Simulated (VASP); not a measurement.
Set up this calculation in VASP 6.6.1, as the native input.

* Task: single point
* Functional: PBE
* Potentials or basis: VASP PAW PBE potentials, release 64 (Cs_sv)
* Cutoff: 520 eV
* k mesh: 12 × 12 × 12
* Occupations: gaussian, width 0.15 eV
* Spin: no spin polarisation
* Dipole correction: no
* Further INCAR settings: ALGO = Fast; EDIFF = 1e-06; NBANDS = 10

The structure of Cs lies in POSCAR:

```
Cs
1.0
   -3.0225000000      3.0073875000      3.0225000000
    3.0225000000     -3.0073875000      3.0225000000
    3.0225000000      3.0073875000     -3.0225000000
Cs
1
Direct
    0.0000000000      0.0000000000      0.0000000000
```

This cell differs from its parent crystal: strain -0.0050 x Voigt [0, 1, 0, 0, 0, 0].

The input as run:

INCAR

```
SYSTEM = Cs
ALGO     = Fast           ! electronic algorithm
EDIFF    = 1E-6           ! SCF threshold, eV
ENCUT    = 520            ! plane-wave cutoff, eV
GGA      = PE             ! functional
ISIF     = 2              ! what is computed and relaxed
ISMEAR   = 0              ! smearing method
LASPH    = .TRUE.         ! aspherical terms in the spheres
LCHARG   = .TRUE.         ! write CHGCAR
LELF     = .TRUE.         ! ELF
LREAL    = .FALSE.        ! projectors in reciprocal space
LVHAR    = .TRUE.       
LWAVE    = .FALSE.        ! write WAVECAR
NBANDS   = 10             ! bands
NELM     = 80             ! most SCF steps
PREC     = Accurate       ! precision mode
SIGMA    = 0.15           ! smearing width, eV
```

KPOINTS

```
k-points
0
G
  12 12 12
  0 0 0
```

Potentials or basis: VASP PAW PBE potentials, release 64 (Cs_sv).

Launch:

```bash
$ cat potpaw_PBE.64/Cs_sv/POTCAR > POTCAR
$ mpirun -np 1 vasp_std > vasp.out
```

Results of the run:

The pressure is 0.1 GPa.

Caveat: the cell differs from its parent crystal (strain -0.0050 x Voigt [0, 1, 0, 0, 0, 0]).

Wall time 110 s on 1 thread of Intel(R) Xeon(R) Platinum 8259CL CPU @ 2.50GHz (Skylake/Cascade Lake), on a shared host, peak memory 0.34 GiB.
